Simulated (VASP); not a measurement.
CdS:

```
Cd S
1.0
     0.00000    2.66715    2.93386
     2.66715    0.00000    2.93386
     2.66715    2.66715    0.00000
Cd S
1 1
Cartesian
  0.0000 0.0000 0.0000
  2.6671 2.6671 2.9339
```

This cell differs from its parent crystal: ratio of the length along z to the lengths across it x 1.1, volume and fractional coordinates fixed.

Base run:

```yaml
Program: VASP 6.6.1
Functional: PBE
Potentials_or_basis: VASP PAW PBE potentials, release 64 (Cd, S)
Cutoff: 520 eV
k_mesh: 12 × 12 × 12
Occupations: gaussian, width 0.03 eV
Spin: no spin polarisation
```

Its results: band gap on the k mesh zero (band 9 reaches 2.97 eV, above the bottom of band 10 at 2.88 eV); pressure 1.2 GPa.

Problem. The run is repeated on the same cell with these changes: potentials or basis from VASP PAW PBE potentials, release 64 (Cd, S) to VASP PAW PBE potentials, release 64 (Cd_sv_GW, S); cutoff from 520 eV to 540 eV; further incar settings from ALGO = Normal; EDIFF = 1e-06; NBANDS = 16 to ALGO = Normal; EDIFF = 1e-06; NBANDS = 20; valence electrons from 18 to 26. What comes out?

Solution. Band gap on the k mesh zero (band 13 reaches 4.81 eV, above the bottom of band 14 at 4.72 eV); pressure -0.4 GPa.
